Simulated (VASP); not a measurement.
A run of VASP 6.6.1 is set up as follows.

Contents of INCAR:

```
PREC = Accurate
ENCUT = 520
EDIFF = 1E-6
ISMEAR = -1
SIGMA = 0.05
LREAL = F
LASPH = T
NELM = 100
ALGO = Normal
ISIF = 2
LWAVE = F
LCHARG = F
GGA = CA
NBANDS = 10
```

The input KPOINTS:

```
Automatic mesh
0
Gamma
  11 11 6
```

Contents of POSCAR:

```
Al
1.0
    2.8124553515      0.0000000000      0.0000000000
   -1.4062276757      2.4356577814      0.0000000000
    0.0000000000      0.0000000000      4.8668500000
Al
2
Direct
    0.3333333333      0.6666666667      0.2500000000
    0.6666666667      0.3333333333      0.7500000000
```

Potentials or basis: VASP PAW LDA potentials, release 64 (Al).

Command:

```bash
$ cat potpaw_LDA.64/Al/POTCAR > POTCAR
$ mpirun -np 1 vasp_std > vasp.out
```

Task: Predict the band gap on the k mesh.

Result: Zero (band 3 reaches 11.14 eV, above the bottom of band 4 at 4.74 eV).

Task: Predict the pressure.

Result: -3.0 GPa.

Stress tensor (GPa, compression positive):
```
-1.64  0.00  0.00
 0.00 -1.64  0.00
 0.00  0.00 -5.61
```
